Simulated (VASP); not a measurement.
Runs of VASP 6.6.1 on TiO2. The structure is that of space group I4_1/amd (No. 141), or close to it. The cells are those of the table. 

```csv
task,cell,gap on the mesh (eV),pressure (GPa),largest force (eV/Å)
electric field gradients,"a = 5.565 Å, angles 139.4, 139.4, 58.7°, 6 atoms",1.92,-15.8,0.22
single point,"a = 5.458 Å, angles 139.4, 139.4, 58.7°, 6 atoms",(a),(c),0.14
electric field gradients,"a = 5.500 Å, angles 139.7, 139.7, 58.2°, 6 atoms",(b),-7.0,0.05
electric field gradients,"a = 5.494 Å, angles 139.4, 139.4, 58.7°, 6 atoms",2.00,-8.9,0.01
electric field gradients,"a = 5.583 Å, angles 140.4, 140.4, 57.3°, 6 atoms",2.01,-10.9,(d)
```

Alike in all rows: level LDA; potentials or basis VASP PAW LDA potentials, release 64 (Ti_sv, O); no spin polarisation; k mesh 13 × 13 × 13; cutoff (eV) 520; smearing fermi-dirac 0.08 eV.

**Question.** Fill in the values left out.

**Answer.** (a) 2.05; (b) 2.04; (c) -4.8; (d) 0.35.

A k mesh can miss the band edges.
